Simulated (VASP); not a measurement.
# Fe (Im-3m) in VASP: single point with r2SCAN

Aim: the single point of Fe with r2SCAN.

All numbers are computed with VASP 6.6.1; they aren't measurements. Logs are shortened: lines on timing, memory, paths and dates and some standing lists are left out, and cuts for length are marked.

## Step 1: The cell of the first run

The structure is cubic, space group Im-3m (No. 229). Conventional cell: a = 2.875 Å, b = 2.875 Å, c = 2.875 Å, α = 90.00°, β = 90.00°, γ = 90.00°. Within 3.3 Å of Fe (site symmetry m-3m) lie 14 Fe at 2.49 to 2.88 Å.

## Step 2: Single point, r2SCAN, collinear spin, ferromagnetic start

POSCAR reads:

```
Fe
1.0
   -1.4377319084      1.4377319084      1.4377319084
    1.4377319084     -1.4377319084      1.4377319084
    1.4377319084      1.4377319084     -1.4377319084
Fe
1
Direct
    0.0000000000      0.0000000000      0.0000000000
```

INCAR.step1 reads:

```
SYSTEM = Fe
  PREC = Accurate
  ENCUT = 520
  ISMEAR = 0
  SIGMA = 0.05
  LREAL = .False.
  LASPH = .True.
  NELM = 150
  ISPIN = 2
  MAGMOM = 3.02
  LMAXMIX = 4
  NBANDS = 14
  GGA = PE
  ALGO = Normal
  EDIFF = 1E-4
  LWAVE = .True.
  LCHARG = .False.
```

INCAR.step2 reads:

```
SYSTEM = Fe
  PREC = Accurate
  ENCUT = 520
  EDIFF = 1E-7
  ISMEAR = 0
  SIGMA = 0.05
  LREAL = .False.
  LASPH = .True.
  NELM = 150
  ALGO = Normal
  ISIF = 2
  LWAVE = .False.
  LCHARG = .False.
  ISPIN = 2
  MAGMOM = 3.02
  LORBIT = 11
  LMAXMIX = 4
  METAGGA = R2SCAN
  LMIXTAU = .True.
  NBANDS = 14
  ISTART = 1
```

KPOINTS reads:

```
Automatic mesh
0
Gamma
  22 22 22
  0 0 0
```

Potentials or basis: VASP PAW PBE potentials, release 64 (Fe).

Run with:

```
cat potpaw_PBE.64/Fe/POTCAR > POTCAR
cp INCAR.step1 INCAR
mpirun -np 1 vasp_std > vasp.out
cp INCAR.step2 INCAR
mpirun -np 1 vasp_std > vasp.out
```

OUTCAR:

```text
SYSTEM = Fe
   PREC = Accurate
   ENCUT = 520
   EDIFF = 1E-7
   ISMEAR = 0
   LREAL = .False.
   LASPH = .True.
   NELM = 150
   ISIF = 2
   ISPIN = 2
   LORBIT = 11
   METAGGA = R2SCAN
   ISTART = 1

 ion  position               nearest neighbor table
   1  0.000  0.000  0.000-

  LATTYP: Found a body centered cubic cell.
 ALAT       =     2.8754638168

  Lattice vectors:

 A1 = (  -1.4377319084,   1.4377319084,   1.4377319084)
 A2 = (   1.4377319084,  -1.4377319084,   1.4377319084)
 A3 = (   1.4377319084,   1.4377319084,  -1.4377319084)

Analysis of symmetry for initial positions (statically):
=====================================================================
 Subroutine PRICEL returns:
 Original cell was already a primitive cell.

 Routine SETGRP: Setting up the symmetry group for a
 body centered cubic supercell.

 Subroutine GETGRP returns: Found 48 space group operations
 (whereof 48 operations were pure point group operations)
 out of a pool of 48 trial point group operations.

The static configuration has the point symmetry O_h .

Analysis of symmetry for dynamics (positions and initial velocities):
=====================================================================
 Subroutine PRICEL returns:
 Original cell was already a primitive cell.

 Routine SETGRP: Setting up the symmetry group for a
 body centered cubic supercell.

 Subroutine GETGRP returns: Found 48 space group operations
 (whereof 48 operations were pure point group operations)
 out of a pool of 48 trial point group operations.

The dynamic configuration has the point symmetry O_h .

Analysis of structural, dynamic, and magnetic symmetry:
=====================================================================
 Subroutine PRICEL returns:
 Original cell was already a primitive cell.

 Routine SETGRP: Setting up the symmetry group for a
 body centered cubic supercell.

 Subroutine GETGRP returns: Found 48 space group operations
 (whereof 48 operations were pure point group operations)
 out of a pool of 48 trial point group operations.

The overall configuration has the point symmetry O_h .

 Subroutine INISYM returns: Found 48 space group operations
 (whereof 48 operations are pure point group operations),
 and found     1 'primitive' translations

----------------------------------------------------------------------------------------

                                     Primitive cell

  volume of cell :      11.8876

  direct lattice vectors                    reciprocal lattice vectors
    -1.437731908  1.437731908  1.437731908     0.000000000  0.347769982  0.347769982
     1.437731908 -1.437731908  1.437731908     0.347769982  0.000000000  0.347769982
     1.437731908  1.437731908 -1.437731908     0.347769982  0.347769982  0.000000000

  length of vectors
     2.490224713  2.490224713  2.490224713     0.491821025  0.491821025  0.491821025

  position of ions in fractional coordinates (direct lattice)
     0.000000000  0.000000000  0.000000000

  ion indices of the primitive-cell ions
   primitive index   ion index
                 1           1

----------------------------------------------------------------------------------------

 KPOINTS: Automatic mesh

Automatic generation of k-mesh.
 Grid dimensions read from file:
 generate k-points for:   22   22   22

 Generating k-lattice:

  Cartesian coordinates                     Fractional coordinates (reciprocal lattice)
     0.000000000  0.015807726  0.015807726     0.045454545  0.000000000  0.000000000
     0.015807726  0.000000000  0.015807726     0.000000000  0.045454545  0.000000000
     0.015807726  0.015807726  0.000000000     0.000000000  0.000000000  0.045454545

  Length of vectors
     0.022355501  0.022355501  0.022355501

  Shift w.r.t. Gamma in fractional coordinates (k-lattice)
     0.000000000  0.000000000  0.000000000

 Subroutine IBZKPT returns following result:
 ===========================================

 Found    328 irreducible k-points:

 Following reciprocal coordinates:
            Coordinates               Weight
  0.000000  0.000000  0.000000      1.000000
  0.045455  0.000000  0.000000     12.000000
  0.090909  0.000000  0.000000     12.000000
  0.136364  0.000000  0.000000     12.000000
  0.181818  0.000000  0.000000     12.000000
  0.227273  0.000000  0.000000     12.000000
[... 16 lines left out ...]
  0.090909  0.090909  0.000000     24.000000
  0.136364  0.090909  0.000000     48.000000
 [... further k-points ...]
   k-points           NKPTS =    328   k-points in BZ     NKDIM =    328   number of bands    NBANDS=     14
   number of dos      NEDOS =    301   number of ions     NIONS =      1
   total plane-waves  NPLWV =   8000
   dimension x,y,z NGX =    20 NGY =   20 NGZ =   20
   dimension x,y,z NGXF=    40 NGYF=   40 NGZF=   40
   ions per type =               1
   NGX,Y,Z   is equivalent  to a cutoff of  13.35, 13.35, 13.35 a.u.
   NGXF,Y,Z  is equivalent  to a cutoff of  26.70, 26.70, 26.70 a.u.
 SYSTEM =  Fe
   PREC   = accura    normal or accurate (medium, high low for compatibility)
   ISTART =      1    job   : 0-new  1-cont  2-samecut
   ICHARG =      0    charge: 1-file 2-atom 10-const
   ISPIN  =      2    spin polarized calculation?
   LNONCOLLINEAR =      F non collinear calculations
   LSORBIT =      F    spin-orbit coupling
   LASPH  =      T    aspherical Exc in radial PAW
   ENCUT  =  520.0 eV  38.22 Ry    6.18 a.u.   4.63  4.63  4.63*2*pi/ulx,y,z
   NELM   =    150;   NELMIN=  2; NELMDL=  0     # of ELM steps
   EDIFF  = 0.1E-06   stopping-criterion for ELM
   LREAL  =      F    real-space projection
   EDIFFG = 0.1E-05   stopping-criterion for IOM
   NSW    =      0    number of steps for IOM
   IBRION =     -1    ionic relax: 0-MD 1-quasi-New 2-CG
   NFREE  =      0    steps in history (QN), initial steepest desc. (CG)
   ISIF   =      2    stress and relaxation
   ISYM   =      2    0-nonsym 1-usesym 2-fastsym
   POTIM  = 0.5000    time-step for ionic-motion
   TEBEG  =    0.0;   TEEND  =   0.0 temperature during run
   PSTRESS=    0.0 pullay stress
   NELECT =       8.0000    total number of electrons
   NUPDOWN=      -1.0000    fix difference up-down
   EMIN   =  10.00;   EMAX   =-10.00  energy-range for DOS
   EFERMI =   0.00;   METHOD = LEGACY
   ISMEAR =     0;   SIGMA  =   0.05  broadening in eV -4-tet -1-fermi 0-gaus
   EFERMI_NEDOS =   21; number of points for ismear=-14 and -15
   IALGO  =     38    algorithm
   IMIX   =      4    mixing-type and parameters
     AMIX     =   0.40;   BMIX     =  1.00
     AMIX_MAG =   1.60;   BMIX_MAG =  1.00
  volume/ion in A,a.u.               =      11.89        80.22
  Fermi-wavevector in a.u.,A,eV,Ry     =   1.434631  2.711060 28.003055  2.058166
  Thomas-Fermi vector in A             =   2.554018
   LORBIT       =     11    0 simple, 1 ext, 2 COOP (PROOUT), +10 PAW based schemes
   METAGGA = R2SCAN    functional components
   LHFCALC =     F    Hartree Fock is set to
   AEXX    =    0.0000 exact exchange contribution
   IVDW    =     0    specifies the selected vdW correction
   LEPSILON=     F    determine dielectric tensor
   LRPA    =     F    only Hartree local field effects (RPA)
 spin polarized calculation
 Gauss-broadening in eV      SIGMA  =   0.05
  energy-cutoff  :      520.00
  volume of cell :       11.89
 maximum number of plane-waves:       333
   NGX =  9   NGY =  9   NGZ =  9

 number of electron       7.9999996 magnetization       2.6679777

 Free energy of the ion-electron system (eV)
  ---------------------------------------------------
  ext. energy  EPLUGINS =         0.00000000
  ---------------------------------------------------
  free energy    TOTEN  =       -14.35886081 eV

  energy without entropy =      -14.35789577  energy(sigma->0) =      -14.35837829

 E-fermi :   5.4019     XC(G=0): -13.9588

 val. band max:        5.3999662456   @ k =  -0.1364   0.2273   0.0455
 cond. band min:       5.4020198975   @ k =   0.1364   0.0455   0.0455
 fundamental gap:      0.0020536520
 Fermi energy:         5.4019163637

 spin component 1

 k-point     1 :       0.0000    0.0000    0.0000
  band No.  band energies     occupation
      1      -3.0534      1.00000
      2       2.3152      1.00000
      3       2.3152      1.00000
      4       2.3153      1.00000
      5       3.5019      1.00000
      6       3.5019      1.00000
      7      30.9236      0.00000
      8      30.9236      0.00000
      9      30.9236      0.00000
     10      35.6994      0.00000
     11      35.6994      0.00000
     12      37.3086      0.00000
     13      37.3086      0.00000
     14      37.3086      0.00000
[... 375 lines left out ...]
 k-point    24 :       0.1364    0.0909    0.0000
  band No.  band energies     occupation
      1      -1.5420      1.00000
      2       2.0319      1.00000
      3       2.1421      1.00000
      4       3.1434      1.00000
      5       3.2649      1.00000
      6       3.5770      1.00000
      7      24.4180      0.00000
      8      26.1578      0.00000
      9      29.8815      0.00000
     10      31.0355      0.00000
     11      34.4710      0.00000
     12      35.7068      0.00000
     13      39.5087      0.00000
     14      40.0106      0.00000

 [... further k-points ...]

 spin component 2

 k-point     1 :       0.0000    0.0000    0.0000
  band No.  band energies     occupation
      1      -3.6799      1.00000
      2       5.7721      0.00000
      3       5.7721      0.00000
      4       5.7721      0.00000
      5       7.9495      0.00000
      6       7.9495      0.00000
      7      30.5581      0.00000
      8      30.5582      0.00000
      9      30.5582      0.00000
     10      36.2917      0.00000
     11      36.2917      0.00000
     12      39.0878      0.00000
     13      39.0878      0.00000
     14      39.0881      0.00000
[... 375 lines left out ...]
 k-point    24 :       0.1364    0.0909    0.0000
  band No.  band energies     occupation
      1      -2.0704      1.00000
      2       5.3195      0.99012
      3       5.4133      0.37382
      4       6.7030      0.00000
      5       7.5276      0.00000
      6       8.0466      0.00000
      7      24.9945      0.00000
      8      26.7246      0.00000
      9      30.9956      0.00000
     10      31.6285      0.00000
     11      35.4448      0.00000
     12      37.1606      0.00000
     13      40.9907      0.00000
     14      41.1251      0.00000

 [... further k-points ...]

------------------------ aborting loop because EDIFF is reached ----------------------------------------

  FORCE on cell =-STRESS in cart. coord.  units (eV):
  Direction    XX          YY          ZZ          XY          YZ          ZX
  --------------------------------------------------------------------------------------
  -------------------------------------------------------------------------------------
  Total       -0.1264437     -0.1264437     -0.1264437      0.0000000     -0.0000000      0.0000000
  in kB      -17.0417445    -17.0417445    -17.0417445      0.0000000     -0.0000000      0.0000000
  external PRESSURE =     -17.0417445 kB  Pullay stress =       0.0000000 kB

 VOLUME and BASIS-vectors are now :
 -----------------------------------------------------------------------------
  energy-cutoff  :      520.00
  volume of cell :       11.89
      direct lattice vectors                 reciprocal lattice vectors
    -1.437731908  1.437731908  1.437731908     0.000000000  0.347769982  0.347769982
     1.437731908 -1.437731908  1.437731908     0.347769982  0.000000000  0.347769982
     1.437731908  1.437731908 -1.437731908     0.347769982  0.347769982  0.000000000

 POSITION                                       TOTAL-FORCE (eV/Angst)
 -----------------------------------------------------------------------------------
      0.00000      0.00000      0.00000        -0.000000      0.000000     -0.000000
 -----------------------------------------------------------------------------------
    total drift:                                0.000000     -0.000000      0.000000

  FREE ENERGIE OF THE ION-ELECTRON SYSTEM (eV)
  ---------------------------------------------------
  free  energy   TOTEN  =       -14.3588608101 eV

  energy  without entropy=      -14.3578957652  energy(sigma->0) =      -14.35837829

 total charge

# of ion       s       p       d       tot
------------------------------------------
    1        0.475   0.543   6.161   7.179

 magnetization (x)

# of ion       s       p       d       tot
------------------------------------------
    1       -0.012  -0.117   2.869   2.741
```

It took 5 min on 1 thread of Intel Xeon Platinum 8375C at 2.90GHz (Ice Lake), shared host; peak memory 0.21 GiB.

What came out:

* Free energy: -14.3589 eV
* Pressure: -1.7 GPa
* Net moment: 2.67 μB per cell
* Site moments: Fe +2.74 μB
* Valence electrons inside the program's atomic spheres: Fe 7.18

Levels at points of the mesh, in eV from the Fermi level:
Spin up:
```
           k point  band 1  band 2  band 3  band 4  band 5  band 6  band 7  band 8  band 9  band 10
(0.00, 0.00, 0.00)   -8.46   -3.09   -3.09   -3.09   -1.90   -1.90   25.52   25.52   25.52    30.30
(0.50, 0.00, 0.00)   -5.34   -4.06   -1.86   -1.75   -0.60    0.55    6.77   18.68   20.04    23.22
(0.50, 0.50, 0.50)   -5.28   -5.28   -0.85   -0.85   -0.85    9.86    9.86    9.86   15.38    15.38
```
Spin down:
```csv
k point,band 1,band 2,band 3,band 4,band 5,band 6,band 7
"(0.00, 0.00, 0.00)",-9.08,0.37,0.37,0.37,2.55,2.55,25.16
"(0.50, 0.00, 0.00)",-3.47,-1.03,-0.03,2.38,2.83,3.38,9.07
"(0.50, 0.50, 0.50)",-2.63,-2.63,3.07,3.07,3.07,10.21,10.21
```

Caveat: the PAW data sets were made with another functional, which shifts forces and pressure a little.
